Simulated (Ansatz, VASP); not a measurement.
HfC3 in VASP and in Ansatz

Contents of INCAR:

```
  ALGO = Fast
  EDIFF = 1E-6
  EDIFFG = -0.01
  ENCUT = 600
  GGA = PE
  IBRION = 2
  ISIF = 3
  ISMEAR = 0
  LASPH = T
  LCHARG = F
  LREAL = F
  LWAVE = F
  NELM = 60
  NSW = 100
  PREC = Accurate
  SIGMA = 0.1
```

File KPOINTS:

```
k-points
0
Gamma
  12 12 8
```

The input POSCAR:

```
HfC3
1.0
    4.4511105903      0.0000000000      0.0000000000
   -2.2255552951      3.8547748462      0.0000000000
    0.0000000000      0.0000000000      5.1439377770
Hf C
2 6
Direct
    0.3333333333      0.6666666667      0.2500000000
    0.6666666667      0.3333333333      0.7500000000
    0.8915495783      0.7830991565      0.2500000000
    0.1084504217      0.8915495783      0.7500000000
    0.2169008435      0.1084504217      0.2500000000
    0.1084504217      0.2169008435      0.7500000000
    0.8915495783      0.1084504217      0.2500000000
    0.7830991565      0.8915495783      0.7500000000
```

Input for Ansatz:

```yaml
crystal:
  lattice:
    - [4.4511105903, 0.0, 0.0]
    - [-2.2255552951, 3.8547748462, 0.0]
    - [0.0, 0.0, 5.143937777]
  atoms:
    - { symbol: Hf, position: [0.3333333333, 0.6666666667, 0.25] }
    - { symbol: Hf, position: [0.6666666667, 0.3333333333, 0.75] }
    - { symbol: C, position: [0.8915495783, 0.7830991565, 0.25] }
    - { symbol: C, position: [0.1084504217, 0.8915495783, 0.75] }
    - { symbol: C, position: [0.2169008435, 0.1084504217, 0.25] }
    - { symbol: C, position: [0.1084504217, 0.2169008435, 0.75] }
    - { symbol: C, position: [0.8915495783, 0.1084504217, 0.25] }
    - { symbol: C, position: [0.7830991565, 0.8915495783, 0.75] }
basis:
  ecutwfc: 420
kpoints:
  mp_grid: { grid: [12, 12, 8] }
hamiltonian:
  xc: pbe
scf:
  occupations: { method: gaussian, width: 0.1 }
output:
  forces: true
  stress: true
  eigenvalues: true
  write_density: true
  write_potential: true
  elf: true
  volumetric_format: npy
relax:
  adjacent_minimum: "off"
  f_tol: 0.01
  max_steps: 80
  cell: { stress_tol: 0.05 }
```

Alike in both runs: task relaxation of cell and atoms; functional PBE; k mesh 12 × 12 × 8; occupations gaussian, width 0.1 eV; no spin polarisation.

```csv
,VASP,Ansatz
version,VASP 6.6.1,Ansatz 0.2.0
potentials or method,"VASP PAW PBE potentials, release 64 (Hf_pv, C), cutoff 600 eV","scalar-relativistic, plane waves, PAW"
valence electrons in the cell,44,76
```

|  | VASP | Ansatz | Ansatz less VASP |
| --- | --- | --- | --- |
| gap on the k mesh at the Fermi level, each at its own relaxed structure (eV) | none | none | - |
| relaxed volume (Å³/atom) | 11.03 | 11.09 | +0.062 |
| relaxed length of the cell vector where the two differ most in proportion (Å) | 5.164 | 5.177 | +0.0126 |

A gap of «none» marks a metal or a gap that the smearing closes. VASP's potentials hold 44 valence electrons a cell and Ansatz's 76, so a difference there can come from the potentials and not from the codes.

Neither program's run includes spin-orbit coupling.
